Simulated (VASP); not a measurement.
## Ti2AlN3: relaxation of cell and atoms with PBE

The system is Ti2AlN3.

```
Ti Al N
1.0
     3.28216    0.00000    0.00000
    -1.64108    2.84243    0.00000
     0.00000    0.00000    8.03961
Ti Al N
2 1 3
Cartesian
  0.0000 1.8950 1.3399
  1.6411 0.9475 6.6997
  0.0000 0.0000 4.0198
  1.6411 0.9475 2.6799
  0.0000 1.8950 5.3597
  0.0000 0.0000 0.0000
```

```yaml
Program: VASP 6.6.1
Task: relaxation of cell and atoms
Functional: PBE
Potentials_or_basis: VASP PAW PBE potentials, release 64 (Ti_sv, Al, N)
Cutoff: 600 eV
k_mesh: 6 × 6 × 2
Occupations: gaussian, width 0.1 eV
Spin: collinear spin
Starting_moments: "[1.0, 1.0, 0.0, 0.0, 0.0, 0.0] μB"
Dipole_correction: no
Further_INCAR_settings: ALGO = Normal; EDIFF = 1e-06; IBRION = 2; EDIFFG = -0.04; NSW = 90; ISIF = 3
```

The relaxed volume is 9.25 Å³/atom. The relaxed cell is a = 2.961 Å, b = 2.961 Å, c = 7.310 Å, α = 90.00°, β = 90.00°, γ = 120.00°. The space group after relaxing (to 0.1 Å) is P-3m1 (No. 164) and the energy gained by relaxing is 584.4 meV/atom. The ionic steps are 11, the pressure after relaxing is 0.0 GPa and the largest force after relaxing is 0.037 eV/Å. The band gap on the k mesh is zero (filled and empty bands overlap) and the net moment is 0.00 μB per cell. The valence electrons inside the program's atomic spheres are Ti 10.40; Al 0.68; N 3.74, 3.75 (each value once).

Forces in eV/Å, atoms in the order of the input:
```
Ti   0.000  0.000 -0.032
Ti   0.000  0.000  0.032
Al   0.000  0.000  0.000
N    0.000  0.000  0.037
N    0.000  0.000 -0.037
N    0.000  0.000  0.000
```

Stress tensor (GPa, compression positive):
```
-0.08  0.00  0.00
 0.00 -0.08  0.00
 0.00  0.00  0.15
```

The path:
```tsv
step	energy change (eV)	largest force (eV/Å)	pressure (GPa)	volume (Å³)
1	0.0000	1.5013	-41.55	75.00
2	-1.0010	1.6385	88.25	45.03
3	-3.4096	1.4557	-1.48	56.01
4	-3.4142	1.4665	0.65	55.55
5	-3.4136	1.4746	2.38	55.20
6	-3.4649	1.1295	2.72	55.09
7	-3.4897	0.4988	2.36	55.13
8	-3.5021	0.0109	-2.56	56.06
9	-3.5040	0.1387	-1.28	55.81
10	-3.5065	0.0572	0.14	55.46
11	-3.5066	0.0370	0.00	55.51
```

Final structure:
```
Ti Al N
1.0
     2.96120    0.00000    0.00000
    -1.48060    2.56447    0.00000
     0.00000    0.00000    7.30951
Ti Al N
2 1 3
Direct
  0.33333 0.66667 0.16156
  0.66667 0.33333 0.83844
  0.00000 0.00000 0.50000
  0.66667 0.33333 0.34422
  0.33333 0.66667 0.65578
  0.00000 0.00000 0.00000
```

Levels at points of the mesh, in eV from the Fermi level:
Spin up:
```csv
k point,band 17,band 18,band 19,band 20,band 21,band 22,band 23,band 24,band 25,band 26
"(0.00, 0.00, 0.00)",-3.14,-1.70,-1.70,-1.69,-0.13,-0.03,-0.03,1.34,1.34,1.49
"(0.50, 0.00, 0.00)",-3.93,-3.55,-3.43,-3.25,-2.27,0.92,2.05,2.41,2.45,2.49
"(0.00, 0.00, 0.50)",-2.76,-2.76,-2.17,-2.17,0.04,0.04,0.25,1.31,1.31,1.64
"(0.50, 0.00, 0.50)",-4.94,-4.13,-3.68,-2.71,-1.55,0.58,2.05,2.35,2.36,2.64
```
Spin down:
```
           k point  band 18  band 19  band 20  band 21  band 22  band 23  band 24  band 25
(0.00, 0.00, 0.00)    -1.70    -1.70    -1.69    -0.13    -0.03    -0.03     1.34     1.34
(0.50, 0.00, 0.00)    -3.55    -3.43    -3.25    -2.27     0.92     2.05     2.41     2.45
(0.00, 0.00, 0.50)    -2.76    -2.17    -2.17     0.04     0.04     0.25     1.31     1.31
(0.50, 0.00, 0.50)    -4.13    -3.68    -2.71    -1.55     0.58     2.05     2.35     2.36
```

Run time: 7.5 min on 1 thread of Intel(R) Xeon(R) 6975P-C (Granite Rapids), with other jobs on the host, peak memory 0.29 GiB.

Caveat: the k points lie up to 0.43 Å⁻¹ apart in the final cell, too coarse for converged energies and pressures of a metal; the volume moved by over 15 % at a fixed basis, so the end points are rough.
